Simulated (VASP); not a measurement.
W, 1 atom in the cell. The structure is cubic, space group Fm-3m (No. 225). Conventional cell: a = 4.127 Å, b = 4.127 Å, c = 4.127 Å, α = 90.00°, β = 90.00°, γ = 90.00°. W (site symmetry m-3m) has 12 W at 2.92 Å within 3.8 Å.  This cell differs from its parent crystal: volume scaled by 1.12.

| Quantity | Value |
| --- | --- |
| Program | VASP 6.6.1 |
| Task | single point |
| Functional | LDA |
| Potentials or basis | VASP PAW LDA potentials, release 64 (W_sv) |
| Cutoff | 520 eV |
| k mesh | 15 × 15 × 15 |
| Occupations | fermi-dirac, width 0.1 eV |
| Spin | no spin polarisation |
| Dipole correction | no |
| Further INCAR settings | ALGO = Normal; EDIFF = 1e-06; NBANDS = 13 |

Potentials or basis: VASP PAW LDA potentials, release 64 (W_sv).

Command:

```console
$ cat potpaw_LDA.64/W_sv/POTCAR > POTCAR
$ mpirun -np 1 vasp_std > vasp.out
```

Hardware: 1 thread of Intel(R) Xeon(R) 6975P-C (Granite Rapids) (shared host).

Question: Estimate the wall time of this run.

Answer: Run time: 13 s on 1 thread of Intel(R) Xeon(R) 6975P-C (Granite Rapids) (shared host), peak memory 0.14 GiB. Counts: scf iterations 11, k points 120.
